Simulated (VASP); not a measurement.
Write the native input for VASP 6.6.1 that does the following.

```
Task                   : relaxation of cell and atoms
Functional             : PBE
Potentials or basis    : VASP PAW PBE potentials, release 64 (Hf_pv, N)
Cutoff                 : 600 eV
k mesh                 : 10 × 10 × 10
Occupations            : fermi-dirac, width 0.05 eV
Spin                   : no spin polarisation
Dipole correction      : no
Further INCAR settings : ALGO = Normal; EDIFF = 1e-07; IBRION = 2; EDIFFG = -0.005; NSW = 80; ISIF = 3
```

The structure of HfN lies in POSCAR:

```
HfN
1.0
    0.0000000000      2.2560000000      2.2560000000
    2.2560000000      0.0000000000      2.2560000000
    2.2560000000      2.2560000000      0.0000000000
Hf N
1 1
Direct
    0.0000000000      0.0000000000      0.0000000000
    0.5000000000      0.5000000000      0.5000000000
```

One way to write it, as run:

INCAR

```
SYSTEM = HfN
ALGO     = Normal         ! electronic algorithm
EDIFF    = 1E-7           ! SCF threshold, eV
EDIFFG   = -0.005         ! ionic threshold
ENCUT    = 600            ! plane-wave cutoff, eV
GGA      = PE             ! functional
GGA_COMPAT= .False.      
IBRION   = 2              ! ionic algorithm
ISIF     = 3              ! what is computed and relaxed
ISMEAR   = -1             ! smearing method
LASPH    = .True.         ! aspherical terms in the spheres
LCHARG   = .False.        ! write CHGCAR
LREAL    = .False.        ! projectors in reciprocal space
LWAVE    = .False.        ! write WAVECAR
NELM     = 120            ! most SCF steps
NELMIN   = 4            
NSW      = 80             ! ionic steps
PREC     = Accurate       ! precision mode
SIGMA    = 0.05           ! smearing width, eV
```

KPOINTS

```
k-points
0
Gamma
  10 10 10
  0 0 0
```

Potentials or basis: VASP PAW PBE potentials, release 64 (Hf_pv, N).

Launch:

```bash
$ cat potpaw_PBE.64/Hf_pv/POTCAR potpaw_PBE.64/N/POTCAR > POTCAR
$ mpirun -np 1 vasp_std > vasp.out
```

It gave:

The relaxed volume is 11.65 Å³/atom, the relaxed cell is a = 3.206 Å, b = 3.206 Å, c = 3.206 Å, α = 60.00°, β = 60.00°, γ = 60.00° and the space group after relaxing (to 0.1 Å) is Fm-3m (No. 225). The energy gained by relaxing is 2.1 meV/atom. The ionic steps are 3. The pressure after relaxing is 0.0 GPa and the band gap on the k mesh is zero (an odd number of electrons rules out a gap without spin polarisation).

Caveat: spin-orbit coupling is left out, which moves the levels of the heavy elements.

Run time: 39 s on 1 thread of AMD EPYC 7R13 Processor (Zen 3), on a shared host, peak memory 0.14 GiB.
